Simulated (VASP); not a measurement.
# Re: single point with PBE

The system is Re.

```
Re
1.0
     0.00000    1.97500    1.97500
     1.97500    0.00000    1.97500
     1.97500    1.97500    0.00000
Re
1
Direct
  0.00000 0.00000 0.00000
```

This isn't the form of Re at room conditions, which is hcp.

```
Program                : VASP 6.6.1
Task                   : single point
Functional             : PBE
Potentials or basis    : VASP PAW PBE potentials, release 64 (Re)
Cutoff                 : 520 eV
k mesh                 : 17 × 17 × 17
Occupations            : fermi-dirac, width 0.1 eV
Spin                   : collinear spin
Starting moments       : [0.3] μB
Fixed moment           : 0.3 μB
Dipole correction      : no
Further INCAR settings : ALGO = Normal; EDIFF = 1e-06; NBANDS = 14
```

```
Pressure                                              : -9.0 GPa
Net moment                                            : 0.30 μB per cell
Site moments                                          : Re +0.28 μB
Valence electrons inside the program's atomic spheres : Re 5.99
```

It took 96 s on 1 thread of AMD EPYC 9R14 (Zen 4) (shared host), peak memory 0.16 GiB.

Caveat: the cell stands under tension; the total moment is fixed, so each spin has its own Fermi level.
